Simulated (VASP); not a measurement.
# ZrB2 (P6/mmm) in VASP: notebook

Aim: see how the results for ZrB2 move with the level of theory and the settings. Levels: revPBE, BLYP, r2SCAN, HSE06. Tasks: single point.

Program: VASP 6.6.1. These are calculated values, not measurements. Logs are shortened: lines on timing, memory, paths and dates and some standing lists are left out, and cuts for length are marked.

## (1) The cell of the first run

The structure is hexagonal, space group P6/mmm (No. 191). The conventional cell has a = 3.170 Å, b = 3.170 Å, c = 3.533 Å, α = 90.00°, β = 90.00°, γ = 120.00°. Within 3.6 Å of Zr (site symmetry 6/mmm) lie 12 B at 2.54 Å and 8 Zr at 3.17 to 3.53 Å. Within 2.4 Å of B (site symmetry -6m2) lie 3 B at 1.83 Å.

## (2) Single point, revPBE

INCAR

```
SYSTEM = ZrB2
PREC = Accurate
ENCUT = 520
EDIFF = 1E-7
ISMEAR = -1
SIGMA = 0.05
LREAL = .FALSE.
LASPH = .TRUE.
NELM = 60
ALGO = Normal
ISIF = 2
LWAVE = .FALSE.
LCHARG = .TRUE.
GGA = RE
LELF = .TRUE.
LVHAR = .TRUE.
NBANDS = 16
```

KPOINTS

```
regular mesh
0
G
  6 6 4
  0 0 0
```

POSCAR

```
ZrB2
1.0
    3.1700000000      0.0000000000      0.0000000000
   -1.5850000000      2.7453005300      0.0000000000
    0.0000000000      0.0000000000      3.5330000000
Zr B
1 2
Direct
    0.0000000000      0.0000000000      0.0000000000
    0.6666666667      0.3333333333      0.5000000000
    0.3333333333      0.6666666667      0.5000000000
```

Potentials or basis: VASP PAW PBE potentials, release 64 (Zr_sv, B).

Launch:

```
$ cat potpaw_PBE.64/Zr_sv/POTCAR potpaw_PBE.64/B/POTCAR > POTCAR
$ mpirun -np 1 vasp_std > vasp.out
```

OUTCAR:

```text
SYSTEM = ZrB2
   PREC = Accurate
   ENCUT = 520
   EDIFF = 1E-7
   ISMEAR = -1
   LREAL = .FALSE.
   LASPH = .TRUE.
   NELM = 60
   ISIF = 2
   GGA = RE

 ion  position               nearest neighbor table
   1  0.000  0.000  0.000-   2 2.54   3 2.54   2 2.54   3 2.54   2 2.54   2 2.54   3 2.54   3 2.54
                             2 2.54   2 2.54   3 2.54   3 2.54
   2  0.667  0.333  0.500-   3 1.83   3 1.83   3 1.83   1 2.54   1 2.54   1 2.54   1 2.54   1 2.54
                             1 2.54
   3  0.333  0.667  0.500-   2 1.83   2 1.83   2 1.83   1 2.54   1 2.54   1 2.54   1 2.54   1 2.54
                             1 2.54

  LATTYP: Found a hexagonal cell.
 ALAT       =     3.1700000000
 C/A-ratio  =     1.1145110410

  Lattice vectors:

 A1 = (   3.1700000000,   0.0000000000,   0.0000000000)
 A2 = (  -1.5850000000,   2.7453005300,   0.0000000000)
 A3 = (   0.0000000000,   0.0000000000,   3.5330000000)

Analysis of symmetry for initial positions (statically):
=====================================================================
 Subroutine PRICEL returns:
 Original cell was already a primitive cell.

 Routine SETGRP: Setting up the symmetry group for a
 hexagonal supercell.

 Subroutine GETGRP returns: Found 24 space group operations
 (whereof 24 operations were pure point group operations)
 out of a pool of 24 trial point group operations.

The static configuration has the point symmetry D_6h.

Analysis of symmetry for dynamics (positions and initial velocities):
=====================================================================
 Subroutine PRICEL returns:
 Original cell was already a primitive cell.

 Routine SETGRP: Setting up the symmetry group for a
 hexagonal supercell.

 Subroutine GETGRP returns: Found 24 space group operations
 (whereof 24 operations were pure point group operations)
 out of a pool of 24 trial point group operations.

The dynamic configuration has the point symmetry D_6h.

 Subroutine INISYM returns: Found 24 space group operations
 (whereof 24 operations are pure point group operations),
 and found     1 'primitive' translations

----------------------------------------------------------------------------------------

                                     Primitive cell

  volume of cell :      30.7463

  direct lattice vectors                    reciprocal lattice vectors
     3.170000000  0.000000000  0.000000000     0.315457413  0.182129422  0.000000000
    -1.585000000  2.745300530  0.000000000     0.000000000  0.364258845  0.000000000
     0.000000000  0.000000000  3.533000000     0.000000000  0.000000000  0.283045570

  length of vectors
     3.170000000  3.170000000  3.533000000     0.364258845  0.364258845  0.283045570

  position of ions in fractional coordinates (direct lattice)
     0.000000000  0.000000000  0.000000000
     0.666666667  0.333333333  0.500000000
     0.333333333  0.666666667  0.500000000

  ion indices of the primitive-cell ions
   primitive index   ion index
                 1           1
                 2           2
                 3           3

----------------------------------------------------------------------------------------

 KPOINTS: regular mesh

Automatic generation of k-mesh.
 Grid dimensions read from file:
 generate k-points for:    6    6    4

 Generating k-lattice:

  Cartesian coordinates                     Fractional coordinates (reciprocal lattice)
     0.052576236  0.030354904  0.000000000     0.166666667  0.000000000  0.000000000
     0.000000000  0.060709807  0.000000000     0.000000000  0.166666667  0.000000000
     0.000000000  0.000000000  0.070761393     0.000000000  0.000000000  0.250000000

  Length of vectors
     0.060709807  0.060709807  0.070761393

  Shift w.r.t. Gamma in fractional coordinates (k-lattice)
     0.000000000  0.000000000  0.000000000

 Subroutine IBZKPT returns following result:
 ===========================================

 Found     21 irreducible k-points:

 Following reciprocal coordinates:
            Coordinates               Weight
  0.000000  0.000000  0.000000      1.000000
  0.166667  0.000000  0.000000      6.000000
  0.333333 -0.000000  0.000000      6.000000
  0.500000  0.000000  0.000000      3.000000
  0.166667  0.166667  0.000000      6.000000
  0.333333  0.166667  0.000000     12.000000
[... 13 lines left out ...]
  0.333333  0.166667  0.500000     12.000000
  0.333333  0.333333  0.500000      2.000000
   k-points           NKPTS =     21   k-points in BZ     NKDIM =     21   number of bands    NBANDS=     16
   number of dos      NEDOS =    301   number of ions     NIONS =      3
   total plane-waves  NPLWV =  16128
   dimension x,y,z NGX =    24 NGY =   24 NGZ =   28
   dimension x,y,z NGXF=    48 NGYF=   48 NGZF=   56
   ions per type =               1   2
   NGX,Y,Z   is equivalent  to a cutoff of  12.59, 12.59, 13.18 a.u.
   NGXF,Y,Z  is equivalent  to a cutoff of  25.17, 25.17, 26.35 a.u.
 SYSTEM =  ZrB2
   PREC   = accura    normal or accurate (medium, high low for compatibility)
   ISTART =      0    job   : 0-new  1-cont  2-samecut
   ICHARG =      2    charge: 1-file 2-atom 10-const
   ISPIN  =      1    spin polarized calculation?
   LNONCOLLINEAR =      F non collinear calculations
   LSORBIT =      F    spin-orbit coupling
   LASPH  =      T    aspherical Exc in radial PAW
   ENCUT  =  520.0 eV  38.22 Ry    6.18 a.u.   5.89  5.89  6.57*2*pi/ulx,y,z
   NELM   =     60;   NELMIN=  2; NELMDL= -5     # of ELM steps
   EDIFF  = 0.1E-06   stopping-criterion for ELM
   LREAL  =      F    real-space projection
   EDIFFG = 0.1E-05   stopping-criterion for IOM
   NSW    =      0    number of steps for IOM
   IBRION =     -1    ionic relax: 0-MD 1-quasi-New 2-CG
   NFREE  =      0    steps in history (QN), initial steepest desc. (CG)
   ISIF   =      2    stress and relaxation
   ISYM   =      2    0-nonsym 1-usesym 2-fastsym
   POTIM  = 0.5000    time-step for ionic-motion
   TEBEG  =    0.0;   TEEND  =   0.0 temperature during run
   PSTRESS=    0.0 pullay stress
   NELECT =      18.0000    total number of electrons
   NUPDOWN=      -1.0000    fix difference up-down
   EMIN   =  10.00;   EMAX   =-10.00  energy-range for DOS
   EFERMI =   0.00;   METHOD = LEGACY
   ISMEAR =    -1;   SIGMA  =   0.05  broadening in eV -4-tet -1-fermi 0-gaus
   EFERMI_NEDOS =   21; number of points for ismear=-14 and -15
   IALGO  =     38    algorithm
   IMIX   =      4    mixing-type and parameters
     AMIX     =   0.40;   BMIX     =  1.00
     AMIX_MAG =   1.60;   BMIX_MAG =  1.00
  volume/ion in A,a.u.               =      10.25        69.16
  Fermi-wavevector in a.u.,A,eV,Ry     =   1.369519  2.588016 25.518847  1.875582
  Thomas-Fermi vector in A             =   2.495387
   LORBIT       =      0    0 simple, 1 ext, 2 COOP (PROOUT), +10 PAW based schemes
   GGA     = RE    functional components
   LHFCALC =     F    Hartree Fock is set to
   AEXX    =    0.0000 exact exchange contribution
   IVDW    =     0    specifies the selected vdW correction
   LEPSILON=     F    determine dielectric tensor
   LRPA    =     F    only Hartree local field effects (RPA)
 non-spin polarized calculation
  energy-cutoff  :      520.00
  volume of cell :       30.75
 maximum number of plane-waves:       840
 NGX is ok and might be reduce to    24
   NGX = 11   NGY = 11   NGZ = 13

 number of electron      18.0000000 magnetization

 Free energy of the ion-electron system (eV)
  ---------------------------------------------------
  ext. energy  EPLUGINS =         0.00000000
  ---------------------------------------------------
  free energy    TOTEN  =       -24.06896965 eV

  energy without entropy =      -24.06405077  energy(sigma->0) =      -24.06651021

 E-fermi :  10.2550     XC(G=0): -12.4134

 val. band max:        9.9635311640   @ k =   0.3333   0.1667   0.0000
 cond. band min:      10.3090263305   @ k =   0.3333   0.1667   0.0000
 fundamental gap:      0.3454951665
 Fermi energy:        10.2549844126

 k-point     1 :       0.0000    0.0000    0.0000
  band No.  band energies     occupation
      1     -38.0512      2.00000
      2     -16.2503      2.00000
      3     -15.6774      2.00000
      4     -15.6774      2.00000
      5      -2.1812      2.00000
      6       7.9691      2.00000
[... 8 lines left out ...]
     15      15.7365      0.00000
     16      15.7365      0.00000

 k-point     2 :       0.1667    0.0000    0.0000
  band No.  band energies     occupation
      1     -38.0225      2.00000
      2     -16.2075      2.00000
      3     -15.9250      2.00000
      4     -15.7316      2.00000
      5      -1.6401      2.00000
      6       6.5822      2.00000
[... 8 lines left out ...]
     15      17.3902      0.00000
     16      17.4797      0.00000

 k-point     3 :       0.3333   -0.0000    0.0000
  band No.  band energies     occupation
      1     -37.9645      2.00000
      2     -16.3911      2.00000
      3     -16.1207      2.00000
      4     -15.8379      2.00000
      5      -0.2081      2.00000
      6       4.1829      2.00000
[... 8 lines left out ...]
     15      18.8649      0.00000
     16      20.5493      0.00000

 k-point     4 :       0.5000    0.0000    0.0000
  band No.  band energies     occupation
      1     -37.9352      2.00000
      2     -16.6119      2.00000
      3     -16.0767      2.00000
      4     -15.8901      2.00000
      5       1.6080      2.00000
      6       2.0348      2.00000
[... 8 lines left out ...]
     15      18.2880      0.00000
     16      20.5907      0.00000

 k-point     5 :       0.1667    0.1667    0.0000
  band No.  band energies     occupation
      1     -37.9791      2.00000
      2     -16.2326      2.00000
      3     -16.1426      2.00000
      4     -15.8607      2.00000
      5      -0.6505      2.00000
      6       5.1683      2.00000
[... 8 lines left out ...]
     15      17.7547      0.00000
     16      18.9917      0.00000

 k-point     6 :       0.3333    0.1667    0.0000
  band No.  band energies     occupation
      1     -37.9352      2.00000
      2     -16.4960      2.00000
      3     -16.0769      2.00000
      4     -16.0198      2.00000
      5       1.0825      2.00000
      6       3.2264      2.00000
[... 8 lines left out ...]
     15      19.4703      0.00000
     16      20.1033      0.00000
[... 210 lines left out ...]
 k-point    18 :       0.5000    0.0000    0.5000
  band No.  band energies     occupation
      1     -37.9174      2.00000
      2     -16.5477      2.00000
      3     -16.3688      2.00000
      4     -15.8522      2.00000
      5       0.6280      2.00000
      6       3.5645      2.00000
[... 8 lines left out ...]
     15      18.6372      0.00000
     16      21.6566      0.00000

 k-point    19 :       0.1667    0.1667    0.5000
  band No.  band energies     occupation
      1     -37.9608      2.00000
      2     -16.4621      2.00000
      3     -16.1821      2.00000
      4     -15.8252      2.00000
      5       0.2125      2.00000
      6       5.2543      2.00000
[... 8 lines left out ...]
     15      19.4038      0.00000
     16      19.5075      0.00000

 k-point    20 :       0.3333    0.1667    0.5000
  band No.  band energies     occupation
      1     -37.9175      2.00000
      2     -16.4355      2.00000
      3     -16.3692      2.00000
      4     -15.9768      2.00000
      5       0.7610      2.00000
      6       3.3483      2.00000
[... 8 lines left out ...]
     15      18.4716      0.00000
     16      19.4369      0.00000

 k-point    21 :       0.3333    0.3333    0.5000
  band No.  band energies     occupation
      1     -37.9030      2.00000
      2     -16.3380      2.00000
      3     -16.2777      2.00000
      4     -16.2777      2.00000
      5       1.8118      2.00000
      6       1.8118      2.00000
[... 8 lines left out ...]
     15      17.3433      0.00000
     16      19.9074      0.00000

------------------------ aborting loop because EDIFF is reached ----------------------------------------

  FORCE on cell =-STRESS in cart. coord.  units (eV):
  Direction    XX          YY          ZZ          XY          YZ          ZX
  --------------------------------------------------------------------------------------
  -------------------------------------------------------------------------------------
  Total        0.8369324      0.8369324      0.4869277      0.0000000      0.0000000     -0.0000000
  in kB       43.6122163     43.6122163     25.3736108      0.0000000      0.0000000     -0.0000000
  external PRESSURE =      37.5326811 kB  Pullay stress =       0.0000000 kB

 VOLUME and BASIS-vectors are now :
 -----------------------------------------------------------------------------
  energy-cutoff  :      520.00
  volume of cell :       30.75
      direct lattice vectors                 reciprocal lattice vectors
     3.170000000  0.000000000  0.000000000     0.315457413  0.182129422  0.000000000
    -1.585000000  2.745300530  0.000000000     0.000000000  0.364258845  0.000000000
     0.000000000  0.000000000  3.533000000     0.000000000  0.000000000  0.283045570

 POSITION                                       TOTAL-FORCE (eV/Angst)
 -----------------------------------------------------------------------------------
      0.00000      0.00000      0.00000        -0.000000     -0.000000      0.000000
      1.58500      0.91510      1.76650         0.000000      0.000000      0.000000
     -0.00000      1.83020      1.76650         0.000000      0.000000      0.000000
 -----------------------------------------------------------------------------------
    total drift:                               -0.000000      0.000000     -0.000000

  FREE ENERGIE OF THE ION-ELECTRON SYSTEM (eV)
  ---------------------------------------------------
  free  energy   TOTEN  =       -24.0689696468 eV

  energy  without entropy=      -24.0640507696  energy(sigma->0) =      -24.06651021
```

It took 5.3 s on 1 thread of Intel Xeon 6975P-C (Granite Rapids), shared host; peak memory 0.14 GiB.

What came out:

```
Free energy            : -24.0690 eV
Pressure               : 3.8 GPa
Band gap on the k mesh : zero (bands 9 and 10 overlap by 0.61 eV)
```

Caveat: the k points lie up to 0.44 Å⁻¹ apart, too coarse for converged energies and pressures of a metal; the PAW data sets were made with another functional, which shifts forces and pressure a little.

[end of part 1 of 3]

The gap in the log of VASP goes by the Fermi energy; the results here count the filled bands.